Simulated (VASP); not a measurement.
KI, 2 atoms in the cell. Symmetry: I4mm, No. 107, tetragonal system. The conventional cell has a = 4.984 Å, b = 4.984 Å, c = 7.049 Å, α = 90.00°, β = 90.00°, γ = 90.00°. K (site symmetry 4mm) has 6 I at 3.40 to 3.65 Å within 4.5 Å. I (site symmetry 4mm) has 6 K at 3.40 to 3.65 Å within 4.5 Å.  This cell differs from its parent crystal: all I atoms moved +0.125 Å, as atom 2 towards its neighbour atom 1 (K) at 3.525 Å.

| Quantity | Value |
| --- | --- |
| Program | VASP 6.6.1 |
| Task | single point |
| Functional | PBE |
| Potentials or basis | VASP PAW PBE potentials, release 64 (K_sv, I) |
| Cutoff | 520 eV |
| k mesh | 6 × 6 × 6 |
| Occupations | gaussian, width 0.05 eV |
| Spin | no spin polarisation |
| Dipole correction | no |
| Further INCAR settings | ALGO = Normal; EDIFF = 1e-07; NBANDS = 15 |

Potentials or basis: VASP PAW PBE potentials, release 64 (K_sv, I).

Launch:

```console
$ cat potpaw_PBE.64/K_sv/POTCAR potpaw_PBE.64/I/POTCAR > POTCAR
$ mpirun -np 1 vasp_std > vasp.out
```

Hardware: 1 thread of AMD EPYC 7R13, on a shared host.

Question: How long does it take, and how much memory?

Answer: It took 110 s on 1 thread of AMD EPYC 7R13 (shared host), peak memory 0.22 GiB. Counts: scf iterations 16, k points 30.
